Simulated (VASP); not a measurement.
# SbAs2 in VASP: notebook

The runs below take SbAs2 through single point, with PBE.

All numbers are computed with VASP 6.6.1; they aren't measurements. Logs are shortened: lines on timing, memory, paths and dates and some standing lists are left out, and cuts for length are marked.

## 1. The cell of the first run

The cell holds a sheet with vacuum, 3 atoms: a = 3.731 Å, b = 3.731 Å, c = 28.857 Å, α = 90.00°, β = 90.00°, γ = 90.00°.

The cell was generated, and may not be a known phase.

## 2. Single point, PBE

Contents of INCAR:

```
SYSTEM = SbAs2
ALGO = Normal
DIPOL = 0.5 0.5 0.295
EDIFF = 1E-7
ENCUT = 520
GGA = PE
IDIPOL = 3
ISIF = 2
ISMEAR = 0
LASPH = .TRUE.
LCHARG = .TRUE.
LDIPOL = .TRUE.
LELF = .TRUE.
LREAL = .FALSE.
LVACPOTAV = .TRUE.
LVHAR = .TRUE.
LWAVE = .FALSE.
NBANDS = 14
NELM = 80
PREC = Accurate
SIGMA = 0.1
```

Contents of KPOINTS:

```
k-points
0
G
  4 4 1
  0 0 0
```

Contents of POSCAR:

```
SbAs2
1.0
    3.7307110981      0.0000000000      0.0000000000
    0.0000000000      3.7307110981      0.0000000000
    0.0000000000      0.0000000000     28.8567635600
Sb As
1 2
Direct
    0.0000000000      0.0000000000      0.2945583271
    0.0000000000      0.5000000000      0.2321720105
    0.5000000000      0.0000000000      0.3569446437
```

Potentials or basis: VASP PAW PBE potentials, release 64 (Sb, As).

The run is started by

```bash
cat potpaw_PBE.64/Sb/POTCAR potpaw_PBE.64/As/POTCAR > POTCAR
mpirun -np 1 vasp_std > vasp.out
```

OUTCAR:

```text
SYSTEM = SbAs2
   EDIFF = 1E-7
   ENCUT = 520
   GGA = PE
   ISIF = 2
   ISMEAR = 0
   LASPH = .TRUE.
   LREAL = .FALSE.
   NELM = 80
   PREC = Accurate

 ion  position               nearest neighbor table
   1  0.000  0.000  0.295-   2 2.59   3 2.59   2 2.59   3 2.59
   2  0.000  0.500  0.232-   1 2.59   1 2.59
   3  0.500  0.000  0.357-   1 2.59   1 2.59

  LATTYP: Found a simple tetragonal cell.
 ALAT       =     3.7307110981
 C/A-ratio  =     7.7349231289

  Lattice vectors:

 A1 = (   3.7307110981,   0.0000000000,   0.0000000000)
 A2 = (   0.0000000000,   3.7307110981,   0.0000000000)
 A3 = (   0.0000000000,   0.0000000000,  28.8567635600)

Analysis of symmetry for initial positions (statically):
=====================================================================
 Subroutine PRICEL returns:
 Original cell was already a primitive cell.

 Routine SETGRP: Setting up the symmetry group for a
 simple tetragonal supercell.

 Subroutine GETGRP returns: Found  8 space group operations
 (whereof  4 operations were pure point group operations)
 out of a pool of 16 trial point group operations.

The static configuration has the point symmetry C_2v.
 The point group associated with its full space group is D_2d.

Analysis of symmetry for dynamics (positions and initial velocities):
=====================================================================
 Subroutine PRICEL returns:
 Original cell was already a primitive cell.

 Routine SETGRP: Setting up the symmetry group for a
 simple tetragonal supercell.

 Subroutine GETGRP returns: Found  8 space group operations
 (whereof  4 operations were pure point group operations)
 out of a pool of 16 trial point group operations.

The dynamic configuration has the point symmetry C_2v.
 The point group associated with its full space group is D_2d.

 Subroutine INISYM returns: Found  8 space group operations
 (whereof  4 operations are pure point group operations),
 and found     1 'primitive' translations

----------------------------------------------------------------------------------------

                                     Primitive cell

  volume of cell :     401.6344

  direct lattice vectors                    reciprocal lattice vectors
     3.730711098  0.000000000  0.000000000     0.268045414  0.000000000  0.000000000
     0.000000000  3.730711098  0.000000000     0.000000000  0.268045414  0.000000000
     0.000000000  0.000000000 28.856763560     0.000000000  0.000000000  0.034653921

  length of vectors
     3.730711098  3.730711098 28.856763560     0.268045414  0.268045414  0.034653921

  position of ions in fractional coordinates (direct lattice)
     0.000000000  0.000000000  0.294558327
     0.000000000  0.500000000  0.232172011
     0.500000000  0.000000000  0.356944644

  ion indices of the primitive-cell ions
   primitive index   ion index
                 1           1
                 2           2
                 3           3

----------------------------------------------------------------------------------------

 KPOINTS: k-points

Automatic generation of k-mesh.
 Grid dimensions read from file:
 generate k-points for:    4    4    1

 Generating k-lattice:

  Cartesian coordinates                     Fractional coordinates (reciprocal lattice)
     0.067011353  0.000000000  0.000000000     0.250000000  0.000000000  0.000000000
     0.000000000  0.067011353  0.000000000     0.000000000  0.250000000  0.000000000
     0.000000000  0.000000000  0.034653921     0.000000000  0.000000000  1.000000000

  Length of vectors
     0.067011353  0.067011353  0.034653921

  Shift w.r.t. Gamma in fractional coordinates (k-lattice)
     0.000000000  0.000000000  0.000000000

 Subroutine IBZKPT returns following result:
 ===========================================

 Found      6 irreducible k-points:

 Following reciprocal coordinates:
            Coordinates               Weight
  0.000000  0.000000  0.000000      1.000000
  0.250000  0.000000  0.000000      4.000000
  0.500000  0.000000  0.000000      2.000000
  0.250000  0.250000  0.000000      4.000000
  0.500000  0.250000  0.000000      4.000000
  0.500000  0.500000  0.000000      1.000000
   k-points           NKPTS =      6   k-points in BZ     NKDIM =      6   number of bands    NBANDS=     14
   number of dos      NEDOS =    301   number of ions     NIONS =      3
   total plane-waves  NPLWV = 169344
   dimension x,y,z NGX =    28 NGY =   28 NGZ =  216
   dimension x,y,z NGXF=    56 NGYF=   56 NGZF=  432
   ions per type =               1   2
   NGX,Y,Z   is equivalent  to a cutoff of  12.48, 12.48, 12.44 a.u.
   NGXF,Y,Z  is equivalent  to a cutoff of  24.95, 24.95, 24.89 a.u.
 SYSTEM =  SbAs2
   PREC   = accura    normal or accurate (medium, high low for compatibility)
   ISTART =      0    job   : 0-new  1-cont  2-samecut
   ICHARG =      2    charge: 1-file 2-atom 10-const
   ISPIN  =      1    spin polarized calculation?
   LNONCOLLINEAR =      F non collinear calculations
   LSORBIT =      F    spin-orbit coupling
   LASPH  =      T    aspherical Exc in radial PAW
   ENCUT  =  520.0 eV  38.22 Ry    6.18 a.u.   6.94  6.94 53.65*2*pi/ulx,y,z
   NELM   =     80;   NELMIN=  2; NELMDL= -5     # of ELM steps
   EDIFF  = 0.1E-06   stopping-criterion for ELM
   LREAL  =      F    real-space projection
   EDIFFG = 0.1E-05   stopping-criterion for IOM
   NSW    =      0    number of steps for IOM
   IBRION =     -1    ionic relax: 0-MD 1-quasi-New 2-CG
   NFREE  =      0    steps in history (QN), initial steepest desc. (CG)
   ISIF   =      2    stress and relaxation
   ISYM   =      2    0-nonsym 1-usesym 2-fastsym
   POTIM  = 0.5000    time-step for ionic-motion
   TEBEG  =    0.0;   TEEND  =   0.0 temperature during run
   PSTRESS=    0.0 pullay stress
   NELECT =      15.0000    total number of electrons
   NUPDOWN=      -1.0000    fix difference up-down
   EMIN   =  10.00;   EMAX   =-10.00  energy-range for DOS
   EFERMI =   0.00;   METHOD = LEGACY
   ISMEAR =     0;   SIGMA  =   0.10  broadening in eV -4-tet -1-fermi 0-gaus
   EFERMI_NEDOS =   21; number of points for ismear=-14 and -15
   IALGO  =     38    algorithm
   IMIX   =      4    mixing-type and parameters
     AMIX     =   0.40;   BMIX     =  1.00
     AMIX_MAG =   1.60;   BMIX_MAG =  1.00
  volume/ion in A,a.u.               =     133.88       903.45
  Fermi-wavevector in a.u.,A,eV,Ry     =   0.547220  1.034095  4.074255  0.299449
  Thomas-Fermi vector in A             =   1.577374
   LORBIT       =      0    0 simple, 1 ext, 2 COOP (PROOUT), +10 PAW based schemes
   GGA     = PE    functional components
   LHFCALC =     F    Hartree Fock is set to
   AEXX    =    0.0000 exact exchange contribution
   IVDW    =     0    specifies the selected vdW correction
   LEPSILON=     F    determine dielectric tensor
   LRPA    =     F    only Hartree local field effects (RPA)
 non-spin polarized calculation
 Gauss-broadening in eV      SIGMA  =   0.10
  energy-cutoff  :      520.00
  volume of cell :      401.63
 maximum number of plane-waves:     10846
 NGX is ok and might be reduce to    28
   NGX = 13   NGY = 13   NGZ =107

 dipolmoment           0.000000      0.000000     -0.000013 electrons x Angstroem

 number of electron      15.0000001 magnetization

 dipolmoment           0.000000      0.000000      0.000000 electrons x Angstroem

 Free energy of the ion-electron system (eV)
  ---------------------------------------------------
  ext. energy  EPLUGINS =         0.00000000
  ---------------------------------------------------
  free energy    TOTEN  =       -12.22769689 eV

  energy without entropy =      -12.22769689  energy(sigma->0) =      -12.22769689

 E-fermi :  -2.6748     XC(G=0):  -2.3364

 val. band max:       -3.1607591445   @ k =   0.5000   0.2500   0.0000
 cond. band min:      -2.1299539635   @ k =   0.5000   0.5000   0.0000
 fundamental gap:      1.0308051810
 Fermi energy:        -2.6747600509

 k-point     1 :       0.0000    0.0000    0.0000
  band No.  band energies     occupation
      1     -15.9587      2.00000
      2     -13.8171      2.00000
      3      -9.5498      2.00000
      4      -4.8565      2.00000
      5      -4.6644      2.00000
      6      -4.6644      2.00000
      7      -2.0693      0.00000
      8      -2.0693      0.00000
      9      -1.7181      0.00000
     10      -1.1208      0.00000
     11       1.3260      0.00000
     12       1.5249      0.00000
     13       1.6363      0.00000
     14       1.6363      0.00000

 k-point     2 :       0.2500    0.0000    0.0000
  band No.  band energies     occupation
      1     -15.4891      2.00000
      2     -13.5586      2.00000
      3      -9.9040      2.00000
      4      -6.6379      2.00000
      5      -5.1494      2.00000
      6      -4.3582      2.00000
      7      -3.7116      2.00000
      8      -1.8042      0.00000
      9      -1.3905      0.00000
     10      -0.1004      0.00000
     11       0.8736      0.00000
     12       1.4412      0.00000
     13       2.1788      0.00000
     14       2.4175      0.00000

 k-point     3 :       0.5000    0.0000    0.0000
  band No.  band energies     occupation
      1     -14.8039      2.00000
      2     -13.2870      2.00000
      3     -10.8873      2.00000
      4      -7.0008      2.00000
      5      -5.9648      2.00000
      6      -4.3673      2.00000
      7      -3.9977      2.00000
      8      -1.6309      0.00000
      9      -1.4572      0.00000
     10       0.2227      0.00000
     11       0.4385      0.00000
     12       0.9870      0.00000
     13       3.4509      0.00000
     14       3.5239      0.00000

 k-point     4 :       0.2500    0.2500    0.0000
  band No.  band energies     occupation
      1     -14.9849      2.00000
      2     -13.3167      2.00000
      3     -10.1495      2.00000
      4      -6.7254      2.00000
      5      -6.0501      2.00000
      6      -5.1925      2.00000
      7      -3.7714      2.00000
      8      -3.2143      2.00000
      9      -0.8966      0.00000
     10      -0.1369      0.00000
     11       0.3647      0.00000
     12       2.7391      0.00000
     13       2.8373      0.00000
     14       3.0065      0.00000

 k-point     5 :       0.5000    0.2500    0.0000
  band No.  band energies     occupation
      1     -14.2016      2.00000
      2     -13.0705      2.00000
      3     -11.0450      2.00000
      4      -6.7550      2.00000
      5      -6.5336      2.00000
      6      -5.3799      2.00000
      7      -4.3128      2.00000
      8      -3.1608      2.00000
      9      -1.5810      0.00000
     10      -0.3479      0.00000
     11       0.0445      0.00000
     12       2.3640      0.00000
     13       2.4122      0.00000
     14       4.2381      0.00000

 k-point     6 :       0.5000    0.5000    0.0000
  band No.  band energies     occupation
      1     -12.8262      2.00000
      2     -12.8262      2.00000
      3     -12.2415      2.00000
      4      -7.3639      2.00000
      5      -5.7953      2.00000
      6      -5.7953      2.00000
      7      -4.7915      2.00000
      8      -4.0395      2.00000
      9      -2.1300      0.00000
     10      -0.6151      0.00000
     11      -0.6151      0.00000
     12       2.1595      0.00000
     13       2.3302      0.00000
     14       3.7563      0.00000

------------------------ aborting loop because EDIFF is reached ----------------------------------------

 vacuum level on the upper side and lower side of the slab       (xc-potential included)        -0.095        -0.096

  FORCE on cell =-STRESS in cart. coord.  units (eV):
  Direction    XX          YY          ZZ          XY          YZ          ZX
  --------------------------------------------------------------------------------------
  -------------------------------------------------------------------------------------
  Total        0.0424534      0.0424534      0.2511082      0.0000000      0.0000000      0.0000000
  in kB        0.1693527      0.1693527      1.0017066      0.0000000      0.0000000      0.0000000
  external PRESSURE =       0.4468040 kB  Pullay stress =       0.0000000 kB

 VOLUME and BASIS-vectors are now :
 -----------------------------------------------------------------------------
  energy-cutoff  :      520.00
  volume of cell :      401.63
      direct lattice vectors                 reciprocal lattice vectors
     3.730711098  0.000000000  0.000000000     0.268045414  0.000000000  0.000000000
     0.000000000  3.730711098  0.000000000     0.000000000  0.268045414  0.000000000
     0.000000000  0.000000000 28.856763560     0.000000000  0.000000000  0.034653921

 POSITION                                       TOTAL-FORCE (eV/Angst)
 -----------------------------------------------------------------------------------
      0.00000      0.00000      8.50000         0.000000      0.000000      0.000000
      0.00000      1.86536      6.69973         0.000000      0.000000     -0.070271
      1.86536      0.00000     10.30027         0.000000      0.000000      0.070271
 -----------------------------------------------------------------------------------
    total drift:                                0.000000     -0.000000      0.000006

  FREE ENERGIE OF THE ION-ELECTRON SYSTEM (eV)
  ---------------------------------------------------
  free  energy   TOTEN  =       -12.2276968877 eV

  energy  without entropy=      -12.2276968877  energy(sigma->0) =      -12.22769689

 vacuum level on the upper side and lower side of the slab         1.878         1.878
```

Run time: 38 s. Hardware: 1 thread of Intel Xeon 6975P-C (Granite Rapids), shared host; peak memory 0.42 GiB.

What came out:

```
Free energy                     : -12.2277 eV
Largest force                   : 0.070 eV/Å
Band gap on the k mesh          : zero (an odd number of electrons rules out a gap without spin polarisation)
Work function of the upper face : 4.55 eV
Work function of the lower face : 4.55 eV
```

Forces on the atoms (eV/Å):
```
Sb   0.000  0.000  0.000
As   0.000  0.000 -0.070
As   0.000  0.000  0.070
```

Levels at points of the mesh, in eV from the Fermi level:
```
           k point  band 3  band 4  band 5  band 6  band 7  band 8  band 9  band 10  band 11  band 12
(0.00, 0.00, 0.00)   -6.88   -2.18   -1.99   -1.99    0.61    0.61    0.96     1.55     4.00     4.20
(0.50, 0.00, 0.00)   -8.21   -4.33   -3.29   -1.69   -1.32    1.04    1.22     2.90     3.11     3.66
(0.50, 0.50, 0.00)   -9.57   -4.69   -3.12   -3.12   -2.12   -1.36    0.54     2.06     2.06     4.83
```

Caveat: the k points lie up to 0.42 Å⁻¹ apart, too coarse for converged energies and pressures of a metal; spin-orbit coupling is left out, which moves the levels of the heavy elements; an odd number of electrons without spin polarisation forces a metal; a magnetic or distorted state may lie lower.

## 3. Single point, PBE

Contents of INCAR:

```
SYSTEM = SbAs2
PREC = Accurate
ENCUT = 520
EDIFF = 1E-6
ISMEAR = 0
SIGMA = 0.1
LREAL = .FALSE.
LASPH = .TRUE.
NELM = 60
ALGO = Normal
ISIF = 2
LWAVE = .FALSE.
LCHARG = .FALSE.
LDIPOL = .TRUE.
IDIPOL = 3
DIPOL = 0.5 0.5 0.295
GGA = PE
NBANDS = 14
```

Contents of KPOINTS:

```
regular mesh
0
G
  6 6 1
  0 0 0
```

POSCAR is that of step 2.

Potentials or basis: VASP PAW PBE potentials, release 64 (Sb, As).

The run is started by

```bash
cat potpaw_PBE.64/Sb/POTCAR potpaw_PBE.64/As/POTCAR > POTCAR
mpirun -np 1 vasp_std > vasp.out
```

OUTCAR:

```text
SYSTEM = SbAs2
   PREC = Accurate
   ENCUT = 520
   EDIFF = 1E-6
   ISMEAR = 0
   LREAL = .FALSE.
   LASPH = .TRUE.
   NELM = 60
   ISIF = 2
   GGA = PE

 ion  position               nearest neighbor table
   1  0.000  0.000  0.295-   2 2.59   3 2.59   2 2.59   3 2.59
   2  0.000  0.500  0.232-   1 2.59   1 2.59
   3  0.500  0.000  0.357-   1 2.59   1 2.59

  LATTYP: Found a simple tetragonal cell.
 ALAT       =     3.7307110981
 C/A-ratio  =     7.7349231289

  Lattice vectors:

 A1 = (   3.7307110981,   0.0000000000,   0.0000000000)
[... 353 lines left out ...]
  Direction    XX          YY          ZZ          XY          YZ          ZX
  --------------------------------------------------------------------------------------
  -------------------------------------------------------------------------------------
  Total        0.3416647      0.3416647      0.3006227      0.0000000      0.0000000      0.0000000
  in kB        1.3629499      1.3629499      1.1992274      0.0000000      0.0000000      0.0000000
  external PRESSURE =       1.3083757 kB  Pullay stress =       0.0000000 kB

 VOLUME and BASIS-vectors are now :
 -----------------------------------------------------------------------------
  energy-cutoff  :      520.00
  volume of cell :      401.63
      direct lattice vectors                 reciprocal lattice vectors
     3.730711098  0.000000000  0.000000000     0.268045414  0.000000000  0.000000000
     0.000000000  3.730711098  0.000000000     0.000000000  0.268045414  0.000000000
     0.000000000  0.000000000 28.856763560     0.000000000  0.000000000  0.034653921

 POSITION                                       TOTAL-FORCE (eV/Angst)
 -----------------------------------------------------------------------------------
      0.00000      0.00000      8.50000         0.000000      0.000000      0.000000
      0.00000      1.86536      6.69973         0.000000      0.000000     -0.084082
      1.86536      0.00000     10.30027         0.000000      0.000000      0.084082
 -----------------------------------------------------------------------------------
    total drift:                                0.000000     -0.000000      0.000022

  FREE ENERGIE OF THE ION-ELECTRON SYSTEM (eV)
  ---------------------------------------------------
  free  energy   TOTEN  =       -12.1231477671 eV

  energy  without entropy=      -12.1122279065  energy(sigma->0) =      -12.11768784

 vacuum level on the upper side and lower side of the slab         1.877         1.877
```

OSZICAR:

```text
N       E                     dE             d eps       ncg     rms          rms(c)
DAV:   1     0.983244647550E+02    0.98324E+02   -0.38026E+03   280   0.665E+02
DAV:   2    -0.183898266967E+01   -0.10016E+03   -0.93545E+02   490   0.117E+02
DAV:   3    -0.119685598416E+02   -0.10130E+02   -0.10043E+02   370   0.479E+01
[... 12 lines left out ...]
DAV:  16    -0.121231177300E+02   -0.11412E-04   -0.38655E-07   296   0.306E-03    0.229E-03
DAV:  17    -0.121231392852E+02   -0.21555E-04   -0.15587E-06   278   0.364E-03    0.145E-03
DAV:  18    -0.121231421661E+02   -0.28809E-05   -0.57910E-08   284   0.109E-03    0.851E-04
DAV:  19    -0.121231476604E+02   -0.54943E-05   -0.35243E-07   272   0.206E-03    0.138E-03
DAV:  20    -0.121231477671E+02   -0.10673E-06   -0.27731E-08   284   0.834E-04
   1 F= -.12123148E+02 E0= -.12117688E+02  d E =-.109199E-01
```

stdout:

```text
POSCAR found type information on POSCAR SbAs
 POSCAR found :  2 types and       3 ions
 scaLAPACK will be used
 LDA part: xc-table for (Slater+PW92), standard interpolation
 POSCAR, INCAR and KPOINTS ok, starting setup
 FFT: planning ... GRIDC
 FFT: planning ... GRID_SOFT
 FFT: planning ... GRID
 WAVECAR not read
 entering main loop
```

It took 44 s on 1 thread of Intel Xeon 6975P-C (Granite Rapids), shared host; peak memory 0.43 GiB.

Results:

```yaml
Free_energy: -12.1231 eV
Largest_force: 0.084 eV/Å
Band_gap_on_the_k_mesh: zero (an odd number of electrons rules out a gap without spin polarisation)
```

Forces in eV/Å, atoms in the order of the input:
```
Sb   0.000  0.000  0.000
As   0.000  0.000 -0.084
As   0.000  0.000  0.084
```

Levels at points of the mesh, in eV from the Fermi level:
| k point | band 4 | band 5 | band 6 | band 7 | band 8 | band 9 | band 10 | band 11 |
| --- | --- | --- | --- | --- | --- | --- | --- | --- |
| (0.00, 0.00, 0.00) | -2.25 | -2.05 | -2.05 | 0.53 | 0.53 | 0.89 | 1.49 | 3.94 |
| (0.50, 0.00, 0.00) | -4.40 | -3.35 | -1.77 | -1.38 | 0.98 | 1.13 | 2.82 | 3.05 |
| (0.50, 0.50, 0.00) | -4.74 | -3.19 | -3.19 | -2.21 | -1.45 | 0.48 | 1.99 | 1.99 |

Caveat: spin-orbit coupling is left out, which moves the levels of the heavy elements; an odd number of electrons without spin polarisation forces a metal; a magnetic or distorted state may lie lower.

[end of part 1 of 2]

The gap in the log of VASP goes by the Fermi energy; the results here count the filled bands.